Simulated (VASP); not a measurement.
# LuTiS2 (P2/c) in VASP: single point with r2SCAN

Aim: the single point of LuTiS2 with r2SCAN.

Program: VASP 6.6.1. These are calculated values, not measurements. Logs are shortened: lines on timing, memory, paths and dates and some standing lists are left out, and cuts for length are marked.

### Step 1. The cell of the first run

The typed cell holds 8 atoms: a = 4.457 Å, b = 8.716 Å, c = 4.460 Å, α = 90.00°, β = 89.57°, γ = 90.00°.

### Step 2. Single point, r2SCAN

POSCAR

```
LuTiS2
1.0
    4.4569143700      0.0000000000      0.0000000000
    0.0000000000      8.7158533500      0.0000000000
    0.0337831900      0.0000000000      4.4603375900
Lu Ti S
2 2 4
Direct
    0.7500000000      0.1976000000      0.2500000000
    0.2500000000      0.8024000000      0.7500000000
    0.7500000000      0.5938000000      0.2500000000
    0.2500000000      0.4062000000      0.7500000000
    0.7500000000      0.8490000000      0.2500000000
    0.2500000000      0.1510000000      0.7500000000
    0.2500000000      0.5000000000      0.2500000000
    0.7500000000      0.5000000000      0.7500000000
```

INCAR.step1

```
  PREC = Accurate
  ENCUT = 520
  ISMEAR = -1
  SIGMA = 0.1
  LREAL = False
  LASPH = True
  NELM = 80
  NBANDS = 59
  GGA = PE
  ALGO = Normal
  EDIFF = 1E-4
  LWAVE = True
  LCHARG = False
  KPAR = 4
```

INCAR.step2

```
  PREC = Accurate
  ENCUT = 520
  EDIFF = 1E-7
  ISMEAR = -1
  SIGMA = 0.1
  LREAL = False
  LASPH = True
  NELM = 80
  ALGO = Normal
  ISIF = 2
  LWAVE = False
  LCHARG = True
  METAGGA = R2SCAN
  LMIXTAU = True
  LVHAR = True
  NBANDS = 59
  ISTART = 1
  KPAR = 4
```

KPOINTS

```
Automatic mesh
0
Gamma
  7 4 7
```

Potentials or basis: VASP PAW PBE potentials, release 64 (Lu, Ti_sv, S).

Run with:

```console
$ cat potpaw_PBE.64/Lu/POTCAR potpaw_PBE.64/Ti_sv/POTCAR potpaw_PBE.64/S/POTCAR > POTCAR
$ cp INCAR.step1 INCAR
$ mpirun -np 4 vasp_std > vasp.out
$ cp INCAR.step2 INCAR
$ mpirun -np 4 vasp_std > vasp.out
```

OUTCAR:

```text
PREC = Accurate
   ENCUT = 520
   EDIFF = 1E-7
   ISMEAR = -1
   LREAL = False
   LASPH = True
   NELM = 80
   ISIF = 2
   METAGGA = R2SCAN
   ISTART = 1

 ion  position               nearest neighbor table
   1  0.750  0.198  0.250-   5 3.04   6 3.17   6 3.17   6 3.19   6 3.19
   2  0.250  0.802  0.750-   6 3.04   5 3.17   5 3.17   5 3.19   5 3.19
   3  0.750  0.594  0.250-   5 2.22   7 2.37   7 2.37   8 2.38   8 2.38
   4  0.250  0.406  0.750-   6 2.22   8 2.37   8 2.37   7 2.38   7 2.38
   5  0.750  0.849  0.250-   3 2.22   1 3.04   2 3.17   2 3.17   2 3.19   2 3.19
   6  0.250  0.151  0.750-   4 2.22   2 3.04   1 3.17   1 3.17   1 3.19   1 3.19
   7  0.250  0.500  0.250-   3 2.37   3 2.37   4 2.38   4 2.38
   8  0.750  0.500  0.750-   4 2.37   4 2.37   3 2.38   3 2.38

  LATTYP: Found a simple monoclinic cell.
 ALAT       =     4.4569143700
 B/A-ratio  =     1.9555801675
 C/A-ratio  =     1.0007967749
 COS(beta)  =    -0.0075739157

  Lattice vectors:

 A1 = (   4.4569143700,   0.0000000000,   0.0000000000)
 A2 = (   0.0000000000,  -8.7158533500,   0.0000000000)
 A3 = (  -0.0337831900,   0.0000000000,  -4.4603375900)

Analysis of symmetry for initial positions (statically):
=====================================================================
 Subroutine PRICEL returns:
 Original cell was already a primitive cell.

 Routine SETGRP: Setting up the symmetry group for a
 simple monoclinic supercell.

 Subroutine GETGRP returns: Found  4 space group operations
 (whereof  2 operations were pure point group operations)
 out of a pool of  4 trial point group operations.

The static configuration has the point symmetry S_2 .
 The point group associated with its full space group is C_2h.

Analysis of symmetry for dynamics (positions and initial velocities):
=====================================================================
 Subroutine PRICEL returns:
 Original cell was already a primitive cell.

 Routine SETGRP: Setting up the symmetry group for a
 simple monoclinic supercell.

 Subroutine GETGRP returns: Found  4 space group operations
 (whereof  2 operations were pure point group operations)
 out of a pool of  4 trial point group operations.

The dynamic configuration has the point symmetry S_2 .
 The point group associated with its full space group is C_2h.

 Subroutine INISYM returns: Found  4 space group operations
 (whereof  2 operations are pure point group operations),
 and found     1 'primitive' translations

----------------------------------------------------------------------------------------

                                     Primitive cell

  volume of cell :     173.2654

  direct lattice vectors                    reciprocal lattice vectors
     4.456914370  0.000000000  0.000000000     0.224370476  0.000000000 -0.001699412
     0.000000000  8.715853350  0.000000000     0.000000000  0.114733459  0.000000000
     0.033783190  0.000000000  4.460337590     0.000000000  0.000000000  0.224198276

  length of vectors
     4.456914370  8.715853350  4.460465527     0.224376912  0.114733459  0.224198276

  position of ions in fractional coordinates (direct lattice)
     0.750000000  0.197600000  0.250000000
     0.250000000  0.802400000  0.750000000
     0.750000000  0.593800000  0.250000000
     0.250000000  0.406200000  0.750000000
     0.750000000  0.849000000  0.250000000
     0.250000000  0.151000000  0.750000000
     0.250000000  0.500000000  0.250000000
     0.750000000  0.500000000  0.750000000

  ion indices of the primitive-cell ions
   primitive index   ion index
                 1           1
                 2           2
                 3           3
                 4           4
                 5           5
                 6           6
                 7           7
                 8           8

----------------------------------------------------------------------------------------

 KPOINTS: Automatic mesh

Automatic generation of k-mesh.
 Grid dimensions read from file:
 generate k-points for:    7    4    7

 Generating k-lattice:

  Cartesian coordinates                     Fractional coordinates (reciprocal lattice)
     0.032052925  0.000000000 -0.000242773     0.142857143  0.000000000  0.000000000
     0.000000000  0.028683365  0.000000000     0.000000000  0.250000000  0.000000000
     0.000000000  0.000000000  0.032028325     0.000000000  0.000000000  0.142857143

  Length of vectors
     0.032053845  0.028683365  0.032028325

  Shift w.r.t. Gamma in fractional coordinates (k-lattice)
     0.000000000  0.000000000  0.000000000

 Subroutine IBZKPT returns following result:
 ===========================================

 Found     75 irreducible k-points:

 Following reciprocal coordinates:
            Coordinates               Weight
  0.000000  0.000000  0.000000      1.000000
  0.142857  0.000000 -0.000000      2.000000
  0.285714  0.000000  0.000000      2.000000
  0.428571  0.000000 -0.000000      2.000000
  0.000000  0.250000  0.000000      2.000000
  0.142857  0.250000 -0.000000      4.000000
[... 16 lines left out ...]
  0.428571  0.250000  0.142857      4.000000
 -0.428571  0.250000  0.142857      4.000000
 [... further k-points ...]
   k-points           NKPTS =     75   k-points in BZ     NKDIM =     75   number of bands    NBANDS=     59
   number of dos      NEDOS =    301   number of ions     NIONS =      8
   total plane-waves  NPLWV =  90720
   dimension x,y,z NGX =    36 NGY =   70 NGZ =   36
   dimension x,y,z NGXF=    72 NGYF=  140 NGZF=   72
   ions per type =               2   2   4
   NGX,Y,Z   is equivalent  to a cutoff of  13.43, 13.35, 13.42 a.u.
   NGXF,Y,Z  is equivalent  to a cutoff of  26.86, 26.70, 26.84 a.u.
 SYSTEM =  unknown system
   PREC   = accura    normal or accurate (medium, high low for compatibility)
   ISTART =      1    job   : 0-new  1-cont  2-samecut
   ICHARG =      0    charge: 1-file 2-atom 10-const
   ISPIN  =      1    spin polarized calculation?
   LNONCOLLINEAR =      F non collinear calculations
   LSORBIT =      F    spin-orbit coupling
   LASPH  =      T    aspherical Exc in radial PAW
   ENCUT  =  520.0 eV  38.22 Ry    6.18 a.u.   8.29 16.21  8.29*2*pi/ulx,y,z
   NELM   =     80;   NELMIN=  2; NELMDL=  0     # of ELM steps
   EDIFF  = 0.1E-06   stopping-criterion for ELM
   LREAL  =      F    real-space projection
   EDIFFG = 0.1E-05   stopping-criterion for IOM
   NSW    =      0    number of steps for IOM
   IBRION =     -1    ionic relax: 0-MD 1-quasi-New 2-CG
   NFREE  =      0    steps in history (QN), initial steepest desc. (CG)
   ISIF   =      2    stress and relaxation
   ISYM   =      2    0-nonsym 1-usesym 2-fastsym
   POTIM  = 0.5000    time-step for ionic-motion
   TEBEG  =    0.0;   TEEND  =   0.0 temperature during run
   PSTRESS=    0.0 pullay stress
   NELECT =      98.0000    total number of electrons
   NUPDOWN=      -1.0000    fix difference up-down
   EMIN   =  10.00;   EMAX   =-10.00  energy-range for DOS
   EFERMI =   0.00;   METHOD = LEGACY
   ISMEAR =    -1;   SIGMA  =   0.10  broadening in eV -4-tet -1-fermi 0-gaus
   EFERMI_NEDOS =   21; number of points for ismear=-14 and -15
   IALGO  =     38    algorithm
   IMIX   =      4    mixing-type and parameters
     AMIX     =   0.40;   BMIX     =  1.00
     AMIX_MAG =   1.60;   BMIX_MAG =  1.00
  volume/ion in A,a.u.               =      21.66       146.16
  Fermi-wavevector in a.u.,A,eV,Ry     =   1.353878  2.558459 24.939285  1.832986
  Thomas-Fermi vector in A             =   2.481097
   LORBIT       =      0    0 simple, 1 ext, 2 COOP (PROOUT), +10 PAW based schemes
   METAGGA = R2SCAN    functional components
   LHFCALC =     F    Hartree Fock is set to
   AEXX    =    0.0000 exact exchange contribution
   IVDW    =     0    specifies the selected vdW correction
   LEPSILON=     F    determine dielectric tensor
   LRPA    =     F    only Hartree local field effects (RPA)
 non-spin polarized calculation
  energy-cutoff  :      520.00
  volume of cell :      173.27
 maximum number of plane-waves:      4696
 NGX is ok and might be reduce to    36
   NGX = 17   NGY = 33   NGZ = 17

 number of electron      97.9999972 magnetization

 Free energy of the ion-electron system (eV)
  ---------------------------------------------------
  ext. energy  EPLUGINS =         0.00000000
  ---------------------------------------------------
  free energy    TOTEN  =      -142.56509051 eV

  energy without entropy =     -142.30722613  energy(sigma->0) =     -142.43615832

 E-fermi :   6.2680     XC(G=0): -10.8719

 val. band max:        6.2675510783   @ k =   0.1429   0.2500   0.2857
 cond. band min:       6.2694501215   @ k =   0.2857   0.2500   0.1429
 fundamental gap:      0.0018990432
 Fermi energy:         6.2680237937

 k-point     1 :       0.0000    0.0000    0.0000
  band No.  band energies     occupation
      1     -53.9673      2.00000
      2     -53.9671      2.00000
      3     -53.5037      2.00000
      4     -53.4946      2.00000
      5     -28.8673      2.00000
      6     -28.8624      2.00000
[... 51 lines left out ...]
     58       7.3111      0.00006
     59       7.5637      0.00000

 k-point     2 :       0.1429    0.0000   -0.0000
  band No.  band energies     occupation
      1     -53.9672      2.00000
      2     -53.9671      2.00000
      3     -53.5032      2.00000
      4     -53.4950      2.00000
      5     -28.8671      2.00000
      6     -28.8611      2.00000
[... 51 lines left out ...]
     58       7.3662      0.00003
     59       7.8584      0.00000

 k-point     3 :       0.2857    0.0000    0.0000
  band No.  band energies     occupation
      1     -53.9671      2.00000
      2     -53.9670      2.00000
      3     -53.5018      2.00000
      4     -53.4961      2.00000
      5     -28.8680      2.00000
      6     -28.8548      2.00000
[... 1238 lines left out ...]
      5     -28.8760      2.00000
      6     -28.8652      2.00000
[... 51 lines left out ...]
     58       8.2329      0.00000
     59       8.3505      0.00000

 k-point    24 :      -0.4286    0.2500    0.1429
  band No.  band energies     occupation
      1     -53.9670      2.00000
      2     -53.9670      2.00000
      3     -53.4997      2.00000
      4     -53.4980      2.00000
      5     -28.8724      2.00000
      6     -28.8682      2.00000
[... 51 lines left out ...]
     58       8.2195      0.00000
     59       8.3468      0.00000

 [... further k-points ...]
[... 5 lines left out ...]
  --------------------------------------------------------------------------------------
  -------------------------------------------------------------------------------------
  Total       -4.3724534     -3.0219418     -4.4273877      0.0000000      0.0000000      0.0081958
  in kB      -40.4318709    -27.9437539    -40.9398461      0.0000000      0.0000000      0.0757858
  external PRESSURE =     -36.4384903 kB  Pullay stress =       0.0000000 kB

 VOLUME and BASIS-vectors are now :
 -----------------------------------------------------------------------------
  energy-cutoff  :      520.00
  volume of cell :      173.27
      direct lattice vectors                 reciprocal lattice vectors
     4.456914370  0.000000000  0.000000000     0.224370476  0.000000000 -0.001699412
     0.000000000  8.715853350  0.000000000     0.000000000  0.114733459  0.000000000
     0.033783190  0.000000000  4.460337590     0.000000000  0.000000000  0.224198276

 POSITION                                       TOTAL-FORCE (eV/Angst)
 -----------------------------------------------------------------------------------
      3.35113      1.72225      1.11508         0.000000     -0.597867      0.000000
      1.13957      6.99360      3.34525        -0.000000      0.597867     -0.000000
      3.35113      5.17547      1.11508        -0.000000     -0.882057      0.000000
      1.13957      3.54038      3.34525         0.000000      0.882057     -0.000000
      3.35113      7.39976      1.11508         0.000000      2.196724      0.000000
      1.13957      1.31609      3.34525         0.000000     -2.196724      0.000000
      1.12267      4.35793      1.11508         0.000000     -0.011509      0.000000
      3.36802      4.35793      3.34525         0.000000      0.011509      0.000000
 -----------------------------------------------------------------------------------
    total drift:                                0.000000     -0.000000      0.000000

  FREE ENERGIE OF THE ION-ELECTRON SYSTEM (eV)
  ---------------------------------------------------
  free  energy   TOTEN  =      -142.5650905132 eV

  energy  without entropy=     -142.3072261264  energy(sigma->0) =     -142.43615832
```

Run time: 16 min. Hardware: 4 MPI ranks of Intel Xeon Platinum 8488C (Sapphire Rapids), shared host; peak memory 0.79 GiB.

Results:

| Quantity | Value |
| --- | --- |
| Free energy | -142.5651 eV |
| Pressure | -3.6 GPa |
| Largest force | 2.197 eV/Å |
| Band gap on the k mesh | zero (band 49 reaches 6.73 eV, above the bottom of band 50 at 5.47 eV) |

Forces on the atoms (eV/Å):
```
Lu   0.000 -0.598  0.000
Lu   0.000  0.598  0.000
Ti   0.000 -0.882  0.000
Ti   0.000  0.882  0.000
S    0.000  2.197  0.000
S    0.000 -2.197  0.000
S    0.000 -0.012  0.000
S    0.000  0.012  0.000
```

Caveat: the PAW data sets were made with another functional, which shifts forces and pressure a little; spin-orbit coupling is left out, which moves the levels of the heavy elements.
